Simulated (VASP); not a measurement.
Set up this calculation in VASP 6.6.1, as the native input.

```
Task                   : relaxation of cell and atoms
Functional             : LDA
Potentials or basis    : VASP PAW LDA potentials, release 64 (Ti_sv)
Cutoff                 : 500 eV
k mesh                 : 18 × 18 × 18
Occupations            : methfessel-paxton, width 0.05 eV
Spin                   : no spin polarisation
Target pressure        : 30 GPa
Dipole correction      : no
Further INCAR settings : ALGO = Normal; EDIFF = 1e-07; IBRION = 2; EDIFFG = -0.03; NSW = 80; ISIF = 3
```

The structure of Ti lies in POSCAR:

```
Ti
1.0
    0.0000000000      2.0650000000      2.0650000000
    2.0650000000      0.0000000000      2.0650000000
    2.0650000000      2.0650000000      0.0000000000
Ti
1
Direct
    0.0000000000      0.0000000000      0.0000000000
```

This isn't the form of Ti at room conditions, which is hcp.

The input as run:

INCAR

```
SYSTEM = Ti
ALGO = Normal ; EDIFF = 1E-7
EDIFFG = -0.03 ; ENCUT = 500
GGA = CA ; GGA_COMPAT = .FALSE.
IBRION = 2 ; ISIF = 3
ISMEAR = 1 ; LASPH = .TRUE.
LCHARG = .FALSE. ; LREAL = .FALSE.
LWAVE = .FALSE. ; NELM = 120
NELMIN = 4 ; NSW = 80
PREC = Accurate ; PSTRESS = 300.0
SIGMA = 0.05
```

KPOINTS

```
k-points
0
G
  18 18 18
  0 0 0
```

Potentials or basis: VASP PAW LDA potentials, release 64 (Ti_sv).

Command:

```console
$ cat potpaw_LDA.64/Ti_sv/POTCAR > POTCAR
$ mpirun -np 1 vasp_std > vasp.out
```

Results of the run:

The relaxed volume is 13.32 Å³/atom. The relaxed cell is a = 2.661 Å, b = 2.661 Å, c = 2.661 Å, α = 60.00°, β = 60.00°, γ = 60.00°, the space group after relaxing (to 0.1 Å) is Fm-3m (No. 225) and the energy change on relaxing (the run minimises the enthalpy) is +162.4 meV/atom. The ionic steps are 5. The pressure after relaxing is 30.0 GPa and the band gap on the k mesh is zero (bands 6 and 7 overlap by 1.63 eV).

Caveat: the cell is relaxed towards a set pressure, so the run minimises the enthalpy, not the energy; the volume moved by over 15 % at a fixed basis, so the end points are rough.

Run time: 5.6 min on 1 thread of AMD EPYC 7571, on a shared host, peak memory 0.14 GiB.
